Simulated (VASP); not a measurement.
A run of VASP 6.6.1:

INCAR

```
SYSTEM = SiGe2
  PREC = Accurate
  ENCUT = 520
  EDIFF = 1E-6
  ISMEAR = 0
  SIGMA = 0.02
  LREAL = .False.
  LASPH = .True.
  NELM = 100
  ALGO = Normal
  ISIF = 2
  LWAVE = .False.
  LCHARG = .False.
  GGA = PE
  NBANDS = 41
```

File KPOINTS:

```
regular mesh
0
Gamma
  12 12 4
  0 0 0
```

File POSCAR:

```
SiGe2
1.0
    3.9955312957     -0.0000000289      0.0000000000
   -1.9977656229      3.4602316181      0.0000000000
    0.0000000000      0.0000000000      9.7871257000
Si Ge
2 4
Direct
    0.3333333333      0.6666666667      0.7914950000
    0.6666666667      0.3333333333      0.2085050000
    0.6666666667      0.3333333333      0.4558770000
    0.0000000000      0.0000000000      0.1276240000
    0.3333333333      0.6666666667      0.5441230000
    0.0000000000      0.0000000000      0.8723760000
```

Potentials or basis: VASP PAW PBE potentials, release 64 (Si, Ge_d).

The run is started by

```console
$ cat potpaw_PBE.64/Si/POTCAR potpaw_PBE.64/Ge_d/POTCAR > POTCAR
$ mpirun -np 1 vasp_std > vasp.out
```

Hardware: 1 thread of Intel Xeon 6975P-C, on a shared host.

**Question.** How long does it take, and how much memory?

**Answer.** It took 5.4 min on 1 thread of Intel Xeon 6975P-C, with other jobs on the host, peak memory 0.43 GiB. Counts: scf iterations 13, k points 69.
